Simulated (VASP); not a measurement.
# C (P6_3/mmc) in VASP: further runs

Runs on C. Level: r2SCAN. Tasks: single point.

Everything below comes from runs of VASP 6.6.1. Logs are shortened: lines on timing, memory, paths and dates and some standing lists are left out, and cuts for length are marked.

## Step 1: The cell of the first run

The structure is hexagonal, space group P6_3/mmc (No. 194). Conventional cell: a = 2.458 Å, b = 2.458 Å, c = 2.283 Å, α = 90.00°, β = 90.00°, γ = 120.00°. C (site symmetry -6m2) has 8 C at 1.82 to 2.28 Å within 2.4 Å.

## Step 2: Single point, r2SCAN

POSCAR

```
C
1.0
    2.4583055935      0.0000000000      0.0000000000
   -1.2291527968      2.1289550943      0.0000000000
    0.0000000000      0.0000000000      2.2830434405
C
2
Direct
    0.3333333333      0.6666666667      0.2500000000
    0.6666666667      0.3333333333      0.7500000000
```

INCAR.step1

```
SYSTEM = C
PREC = Accurate ; ENCUT = 520
ISMEAR = -1 ; SIGMA = 0.05
LREAL = .FALSE. ; LASPH = .TRUE.
NELM = 60 ; NBANDS = 11
GGA = PE ; ALGO = Normal
EDIFF = 1E-4 ; LWAVE = .TRUE.
LCHARG = .FALSE.
```

INCAR.step2

```
SYSTEM = C
PREC = Accurate ; ENCUT = 520
EDIFF = 1E-6 ; ISMEAR = -1
SIGMA = 0.05 ; LREAL = .FALSE.
LASPH = .TRUE. ; NELM = 60
ALGO = Normal ; ISIF = 2
LWAVE = .FALSE. ; LCHARG = .FALSE.
METAGGA = R2SCAN ; LMIXTAU = .TRUE.
NBANDS = 11 ; ISTART = 1
```

KPOINTS

```
regular mesh
0
G
  12 12 7
  0 0 0
```

Potentials or basis: VASP PAW PBE potentials, release 64 (C).

The run is started by

```bash
cat potpaw_PBE.64/C/POTCAR > POTCAR
cp INCAR.step1 INCAR
mpirun -np 1 vasp_std > vasp.out
cp INCAR.step2 INCAR
mpirun -np 1 vasp_std > vasp.out
```

OUTCAR:

```text
SYSTEM = C
   PREC = Accurate
   ENCUT = 520
   EDIFF = 1E-6
   ISMEAR = -1
   LREAL = .FALSE.
   LASPH = .TRUE.
   NELM = 60
   ISIF = 2
   METAGGA = R2SCAN
   ISTART = 1

 ion  position               nearest neighbor table
   1  0.333  0.667  0.250-   2 1.82   2 1.82   2 1.82   2 1.82   2 1.82   2 1.82
   2  0.667  0.333  0.750-   1 1.82   1 1.82   1 1.82   1 1.82   1 1.82   1 1.82

  LATTYP: Found a hexagonal cell.
 ALAT       =     2.4583055935
 C/A-ratio  =     0.9287061163

  Lattice vectors:

 A1 = (   2.4583055935,   0.0000000000,   0.0000000000)
 A2 = (  -1.2291527968,   2.1289550943,   0.0000000000)
 A3 = (   0.0000000000,   0.0000000000,   2.2830434405)

Analysis of symmetry for initial positions (statically):
=====================================================================
 Subroutine PRICEL returns:
 Original cell was already a primitive cell.

 Routine SETGRP: Setting up the symmetry group for a
 hexagonal supercell.

 Subroutine GETGRP returns: Found 24 space group operations
 (whereof 12 operations were pure point group operations)
 out of a pool of 24 trial point group operations.

The static configuration has the point symmetry D_3d.
 The point group associated with its full space group is D_6h.

Analysis of symmetry for dynamics (positions and initial velocities):
=====================================================================
 Subroutine PRICEL returns:
 Original cell was already a primitive cell.

 Routine SETGRP: Setting up the symmetry group for a
 hexagonal supercell.

 Subroutine GETGRP returns: Found 24 space group operations
 (whereof 12 operations were pure point group operations)
 out of a pool of 24 trial point group operations.

The dynamic configuration has the point symmetry D_3d.
 The point group associated with its full space group is D_6h.

 Subroutine INISYM returns: Found 24 space group operations
 (whereof 12 operations are pure point group operations),
 and found     1 'primitive' translations

----------------------------------------------------------------------------------------

                                     Primitive cell

  volume of cell :      11.9486

  direct lattice vectors                    reciprocal lattice vectors
     2.458305593  0.000000000  0.000000000     0.406784251  0.234856997  0.000000000
    -1.229152797  2.128955094  0.000000000     0.000000000  0.469713994  0.000000000
     0.000000000  0.000000000  2.283043441     0.000000000  0.000000000  0.438011815
[... 90 lines left out ...]
   ISIF   =      2    stress and relaxation
   ISYM   =      2    0-nonsym 1-usesym 2-fastsym
   POTIM  = 0.5000    time-step for ionic-motion
   TEBEG  =    0.0;   TEEND  =   0.0 temperature during run
   PSTRESS=    0.0 pullay stress
   NELECT =       8.0000    total number of electrons
   NUPDOWN=      -1.0000    fix difference up-down
   EMIN   =  10.00;   EMAX   =-10.00  energy-range for DOS
   EFERMI =   0.00;   METHOD = LEGACY
   ISMEAR =    -1;   SIGMA  =   0.05  broadening in eV -4-tet -1-fermi 0-gaus
   EFERMI_NEDOS =   21; number of points for ismear=-14 and -15
   IALGO  =     38    algorithm
   IMIX   =      4    mixing-type and parameters
     AMIX     =   0.40;   BMIX     =  1.00
     AMIX_MAG =   1.60;   BMIX_MAG =  1.00
  volume/ion in A,a.u.               =       5.97        40.32
  Fermi-wavevector in a.u.,A,eV,Ry     =   1.432186  2.706438 27.907667  2.051156
  Thomas-Fermi vector in A             =   2.551841
   LORBIT       =      0    0 simple, 1 ext, 2 COOP (PROOUT), +10 PAW based schemes
   METAGGA = R2SCAN    functional components
   LHFCALC =     F    Hartree Fock is set to
   AEXX    =    0.0000 exact exchange contribution
   IVDW    =     0    specifies the selected vdW correction
   LEPSILON=     F    determine dielectric tensor
   LRPA    =     F    only Hartree local field effects (RPA)
 non-spin polarized calculation
  energy-cutoff  :      520.00
  volume of cell :       11.95
 maximum number of plane-waves:       332
   NGX =  9   NGY =  9   NGZ =  9

 number of electron       8.0000000 magnetization

 Free energy of the ion-electron system (eV)
  ---------------------------------------------------
  ext. energy  EPLUGINS =         0.00000000
  ---------------------------------------------------
  free energy    TOTEN  =       -12.96886629 eV

  energy without entropy =      -12.96493429  energy(sigma->0) =      -12.96690029

 E-fermi :   9.5641     XC(G=0): -14.5126

 val. band max:        9.5480687830   @ k =   0.0000   0.0000   0.1429
 cond. band min:       9.5982785351   @ k =   0.1667   0.0000   0.4286
 fundamental gap:      0.0502097521
 Fermi energy:         9.5641065477

 k-point     1 :       0.0000    0.0000    0.0000
  band No.  band energies     occupation
      1     -12.6018      2.00000
      2       7.2400      2.00000
      3       9.0928      1.99984
      4       9.0928      1.99984
      5      15.0470      0.00000
      6      16.3549      0.00000
      7      16.3549      0.00000
      8      23.3201      0.00000
      9      23.8789      0.00000
     10      30.4970      0.00000
     11      38.2147      0.00000
[... 309 lines left out ...]
 k-point    24 :       0.3333    0.0000    0.1429
  band No.  band energies     occupation
      1      -9.0063      2.00000
      2       0.2453      2.00000
      3       6.4031      2.00000
      4       7.1795      2.00000
      5      14.4469      0.00000
      6      16.1762      0.00000
      7      19.7585      0.00000
      8      20.4759      0.00000
      9      27.9576      0.00000
     10      34.2087      0.00000
     11      38.8791      0.00000

 [... further k-points ...]

------------------------ aborting loop because EDIFF is reached ----------------------------------------

  FORCE on cell =-STRESS in cart. coord.  units (eV):
  Direction    XX          YY          ZZ          XY          YZ          ZX
  --------------------------------------------------------------------------------------
  -------------------------------------------------------------------------------------
  Total        0.4140228      0.4140228      0.4396259     -0.0000000     -0.0000000     -0.0000000
  in kB       55.5160177     55.5160177     58.9491144     -0.0000000     -0.0000000     -0.0000000
  external PRESSURE =      56.6603832 kB  Pullay stress =       0.0000000 kB

 VOLUME and BASIS-vectors are now :
 -----------------------------------------------------------------------------
  energy-cutoff  :      520.00
  volume of cell :       11.95
      direct lattice vectors                 reciprocal lattice vectors
     2.458305593  0.000000000  0.000000000     0.406784251  0.234856997  0.000000000
    -1.229152797  2.128955094  0.000000000     0.000000000  0.469713994  0.000000000
     0.000000000  0.000000000  2.283043441     0.000000000  0.000000000  0.438011815

 POSITION                                       TOTAL-FORCE (eV/Angst)
 -----------------------------------------------------------------------------------
     -0.00000      1.41930      0.57076         0.000000     -0.000000      0.000000
      1.22915      0.70965      1.71228        -0.000000      0.000000      0.000000
 -----------------------------------------------------------------------------------
    total drift:                               -0.000000      0.000000     -0.000000

  FREE ENERGIE OF THE ION-ELECTRON SYSTEM (eV)
  ---------------------------------------------------
  free  energy   TOTEN  =       -12.9688662949 eV

  energy  without entropy=      -12.9649342870  energy(sigma->0) =      -12.96690029
```

OUTCAR.step1:

```text
SYSTEM = C
   PREC = Accurate
   ENCUT = 520
   ISMEAR = -1
   LREAL = .FALSE.
[... 560 lines left out ...]
     -0.00000      1.41930      0.57076         0.000000      0.000000      0.000000
      1.22915      0.70965      1.71228        -0.000000     -0.000000      0.000000
 -----------------------------------------------------------------------------------
    total drift:                               -0.000000      0.000000     -0.000000

  FREE ENERGIE OF THE ION-ELECTRON SYSTEM (eV)
  ---------------------------------------------------
  free  energy   TOTEN  =       -11.8951998252 eV

  energy  without entropy=      -11.8911083083  energy(sigma->0) =      -11.89315407
```

OSZICAR.step1:

```text
N       E                     dE             d eps       ncg     rms          rms(c)
DAV:   1     0.571973563928E+01    0.57197E+01   -0.46284E+03  1745   0.699E+02
DAV:   2    -0.115733760150E+02   -0.17293E+02   -0.16622E+02  2249   0.117E+02
DAV:   3    -0.119252329444E+02   -0.35186E+00   -0.34983E+00  1978   0.129E+01
DAV:   4    -0.119258077409E+02   -0.57480E-03   -0.57475E-03  1840   0.637E-01
DAV:   5    -0.119258082607E+02   -0.51978E-06   -0.52015E-06  1933   0.188E-02    0.244E+00
DAV:   6    -0.119013403968E+02    0.24468E-01   -0.15394E-02  1825   0.875E-01    0.149E+00
DAV:   7    -0.118950625793E+02    0.62778E-02   -0.24638E-02  1840   0.114E+00    0.165E-01
DAV:   8    -0.118951976681E+02   -0.13509E-03   -0.64638E-04  1810   0.198E-01    0.242E-02
DAV:   9    -0.118951998252E+02   -0.21572E-05   -0.13780E-05   950   0.289E-02
   1 F= -.11895200E+02 E0= -.11893154E+02  d E =-.409152E-02
```

It used 19 s of CPU time on 1 thread of Intel Xeon 6975P-C (shared host).

What came out:

```
Free energy            : -12.9689 eV
Pressure               : 5.7 GPa
Band gap on the k mesh : zero (band 4 reaches 13.88 eV, above the bottom of band 5 at 4.69 eV)
```

Stress tensor (GPa, compression positive):
```
5.55 0.00 0.00
0.00 5.55 0.00
0.00 0.00 5.89
```

Caveat: the k points lie up to 0.39 Å⁻¹ apart; the PAW data sets were made with another functional, which shifts forces and pressure a little.

## Step 3: Single point, r2SCAN

This run uses another cell than the first one, of 5.88 Å³/atom, 0.984 times its volume.

POSCAR

```
C
1.0
    2.4440899264      0.0000000000      0.0000000000
   -1.2220449632      2.1166439654      0.0000000000
    0.0000000000      0.0000000000      2.2724511882
C
2
Direct
    0.3333333333      0.6666666667      0.2500000000
    0.6666666667      0.3333333333      0.7500000000
```

INCAR.step1

```
ALGO = Normal
EDIFF = 1E-4
ENCUT = 520
GGA = PE
ISMEAR = -1
LASPH = True
LCHARG = False
LREAL = False
LWAVE = True
NBANDS = 11
NELM = 100
PREC = Accurate
SIGMA = 0.05
```

INCAR.step2

```
ALGO = Normal
EDIFF = 1E-6
ENCUT = 520
ISIF = 2
ISMEAR = -1
ISTART = 1
LASPH = True
LCHARG = False
LMIXTAU = True
LREAL = False
LWAVE = False
METAGGA = R2SCAN
NBANDS = 11
NELM = 100
PREC = Accurate
SIGMA = 0.05
```

KPOINTS

```
k-points
0
Gamma
  12 12 7
```

Potentials or basis: VASP PAW PBE potentials, release 64 (C).

The run is started by

```bash
cat potpaw_PBE.64/C/POTCAR > POTCAR
cp INCAR.step1 INCAR
mpirun -np 1 vasp_std > vasp.out
cp INCAR.step2 INCAR
mpirun -np 1 vasp_std > vasp.out
```

OUTCAR:

```text
EDIFF = 1E-6
   ENCUT = 520
   ISIF = 2
   ISMEAR = -1
   ISTART = 1
   LASPH = True
   LREAL = False
   METAGGA = R2SCAN
   NELM = 100
   PREC = Accurate

 ion  position               nearest neighbor table
   1  0.333  0.667  0.250-   2 1.81   2 1.81   2 1.81   2 1.81   2 1.81   2 1.81
   2  0.667  0.333  0.750-   1 1.81   1 1.81   1 1.81   1 1.81   1 1.81   1 1.81

  LATTYP: Found a hexagonal cell.
 ALAT       =     2.4440899264
 C/A-ratio  =     0.9297739677

  Lattice vectors:
[... 524 lines left out ...]

------------------------ aborting loop because EDIFF is reached ----------------------------------------

  FORCE on cell =-STRESS in cart. coord.  units (eV):
  Direction    XX          YY          ZZ          XY          YZ          ZX
  --------------------------------------------------------------------------------------
  -------------------------------------------------------------------------------------
  Total        0.7789660      0.7789660      0.8010575      0.0000000     -0.0000000      0.0000000
  in kB      106.1621033    106.1621033    109.1728692      0.0000000     -0.0000000      0.0000000
  external PRESSURE =     107.1656919 kB  Pullay stress =       0.0000000 kB

 VOLUME and BASIS-vectors are now :
 -----------------------------------------------------------------------------
  energy-cutoff  :      520.00
  volume of cell :       11.76
      direct lattice vectors                 reciprocal lattice vectors
     2.444089926  0.000000000  0.000000000     0.409150248  0.236223006  0.000000000
    -1.222044963  2.116643965  0.000000000     0.000000000  0.472446012  0.000000000
     0.000000000  0.000000000  2.272451188     0.000000000  0.000000000  0.440053456

 POSITION                                       TOTAL-FORCE (eV/Angst)
 -----------------------------------------------------------------------------------
     -0.00000      1.41110      0.56811         0.000000     -0.000000      0.000000
      1.22204      0.70555      1.70434        -0.000000      0.000000      0.000000
 -----------------------------------------------------------------------------------
    total drift:                                0.000000     -0.000000      0.000000

  FREE ENERGIE OF THE ION-ELECTRON SYSTEM (eV)
  ---------------------------------------------------
  free  energy   TOTEN  =       -12.9588717678 eV

  energy  without entropy=      -12.9551505056  energy(sigma->0) =      -12.95701114
```

OUTCAR.step1:

```text
EDIFF = 1E-4
   ENCUT = 520
   GGA = PE
   ISMEAR = -1
   LASPH = True
[... 559 lines left out ...]
     -0.00000      1.41110      0.56811        -0.000000     -0.000000      0.000000
      1.22204      0.70555      1.70434         0.000000      0.000000      0.000000
 -----------------------------------------------------------------------------------
    total drift:                                0.000000     -0.000000      0.000000

  FREE ENERGIE OF THE ION-ELECTRON SYSTEM (eV)
  ---------------------------------------------------
  free  energy   TOTEN  =       -11.8874933670 eV

  energy  without entropy=      -11.8835919147  energy(sigma->0) =      -11.88554264
```

OSZICAR.step1:

```text
N       E                     dE             d eps       ncg     rms          rms(c)
DAV:   1     0.607972370926E+01    0.60797E+01   -0.46229E+03  1744   0.693E+02
DAV:   2    -0.115630047910E+02   -0.17643E+02   -0.16711E+02  2227   0.118E+02
DAV:   3    -0.119218104842E+02   -0.35881E+00   -0.35710E+00  1975   0.130E+01
DAV:   4    -0.119224497909E+02   -0.63931E-03   -0.63928E-03  1842   0.645E-01
DAV:   5    -0.119224503210E+02   -0.53017E-06   -0.53010E-06  1938   0.186E-02    0.251E+00
DAV:   6    -0.118947852453E+02    0.27665E-01   -0.16805E-02  1816   0.918E-01    0.153E+00
DAV:   7    -0.118873498045E+02    0.74354E-02   -0.26463E-02  1828   0.118E+00    0.177E-01
DAV:   8    -0.118874916754E+02   -0.14187E-03   -0.68544E-04  1804   0.205E-01    0.241E-02
DAV:   9    -0.118874933670E+02   -0.16916E-05   -0.13877E-05   959   0.291E-02
   1 F= -.11887493E+02 E0= -.11885543E+02  d E =-.390145E-02
```

It used 21 s of CPU time on 1 thread of Intel Xeon 6975P-C (shared host).

Results:

* Free energy: -12.9589 eV
* Pressure: 10.7 GPa
* Band gap on the k mesh: zero (band 4 reaches 14.15 eV, above the bottom of band 5 at 4.81 eV)

Levels at points of the mesh, in eV from the Fermi level:
```csv
k point,band 1,band 2,band 3,band 4,band 5,band 6,band 7,band 8
"(0.00, 0.00, 0.00)",-22.41,-2.40,-0.48,-0.48,5.74,6.86,6.86,13.97
"(0.50, 0.00, 0.00)",-16.32,-14.17,-4.44,2.12,4.45,6.52,10.13,12.31
```

Caveat: the k points lie up to 0.39 Å⁻¹ apart; the PAW data sets were made with another functional, which shifts forces and pressure a little.
